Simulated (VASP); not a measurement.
The system is MgB2.

```
Mg B
1.0
     3.06429    0.00000    0.00000
    -1.53215    2.65376    0.00000
     0.00000    0.00000    3.49935
Mg B
1 2
Direct
  0.00000 0.00000 0.00000
  0.66667 0.33333 0.50000
  0.33333 0.66667 0.50000
```

Base run:

```yaml
Program: VASP 6.6.1
Functional: revPBE
Potentials_or_basis: VASP PAW PBE potentials, release 64 (Mg, B)
Cutoff: 520 eV
k_mesh: 10 × 10 × 8
Occupations: fermi-dirac, width 0.05 eV
Spin: no spin polarisation
```

Its results: band gap on the k mesh zero (band 4 reaches 6.63 eV, above the bottom of band 5 at 4.14 eV); pressure 4.6 GPa.

Q: The run is repeated on the same cell with these changes: functional from revPBE to LDA; potentials or basis from VASP PAW PBE potentials, release 64 (Mg, B) to VASP PAW LDA potentials, release 64 (Mg, B). What comes out?

A: Band gap on the k mesh zero (band 4 reaches 6.49 eV, above the bottom of band 5 at 4.01 eV); pressure -5.2 GPa.

Caveats: the PAW data sets were made with another functional, which shifts forces and pressure a little (some runs).
